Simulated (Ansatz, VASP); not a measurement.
MgO: VASP beside Ansatz

File INCAR:

```
SYSTEM = MgO
  PREC = Accurate
  ENCUT = 520
  EDIFF = 1E-7
  ISMEAR = 0
  SIGMA = 0.02
  LREAL = .False.
  LASPH = .True.
  NELM = 120
  ALGO = Normal
  ISIF = 2
  LWAVE = .False.
  LCHARG = .False.
  GGA = PE
  IBRION = 2
  NSW = 60
  EDIFFG = -0.002
  GGA_COMPAT = .False.
  NELMIN = 4
```

Contents of KPOINTS:

```
regular mesh
0
Gamma
  8 8 8
  0 0 0
```

POSCAR

```
MgO
1.0
    0.0000000000      2.1059355641      2.1399708864
    2.1059355641      0.0000000000      2.1399708864
    2.1059355641      2.1059355641      0.0000000000
Mg O
1 1
Direct
    0.0000000000      0.0000000000      0.0000000000
    0.5000000000      0.5000000000      0.5000000000
```

Input for Ansatz:

```yaml
crystal:
  lattice:
    - [0.0, 2.1059355641, 2.1399708864]
    - [2.1059355641, 0.0, 2.1399708864]
    - [2.1059355641, 2.1059355641, 0.0]
  atoms:
    - { symbol: Mg, position: [0.0, 0.0, 0.0] }
    - { symbol: O, position: [0.5, 0.5, 0.5] }
basis:
  ecutwfc: 420
kpoints:
  mp_grid: { grid: [8, 8, 8] }
hamiltonian:
  xc: pbe
  pseudopotentials: { kind: paw, azcp: { folder: soft_1 } }
scf:
  occupations: { method: gaussian, width: 0.02 }
output:
  forces: true
  stress: true
  eigenvalues: true
relax:
  adjacent_minimum: "off"
  f_tol: 0.002
  max_steps: 40
```

Change from the starting cell: strained cell.

Alike in both runs: task relaxation of the atoms; functional PBE; k mesh 8 × 8 × 8; occupations gaussian, width 0.02 eV; no spin polarisation.

|  | VASP | Ansatz |
| --- | --- | --- |
| version | VASP 6.6.1 | Ansatz 0.2.0 |
| potentials or method | VASP PAW PBE potentials, release 64 (Mg, O), cutoff 520 eV | scalar-relativistic, plane waves, PAW |
| valence electrons in the cell | 8 | 16 |

Ansatz gave:

```
gap on the k mesh at the Fermi level, each at its own relaxed structure (eV) : 4.57
```

Problem. Estimate VASP's values.

Solution. gap on the k mesh at the Fermi level, each at its own relaxed structure (eV): 4.55.

VASP's potentials hold 8 valence electrons a cell and Ansatz's 16, so a difference there can come from the potentials and not from the codes. Ansatz's warnings: stress scf threshold loose.

Noted on VASP's run: the relaxation stopped at its first step, so nothing moved.
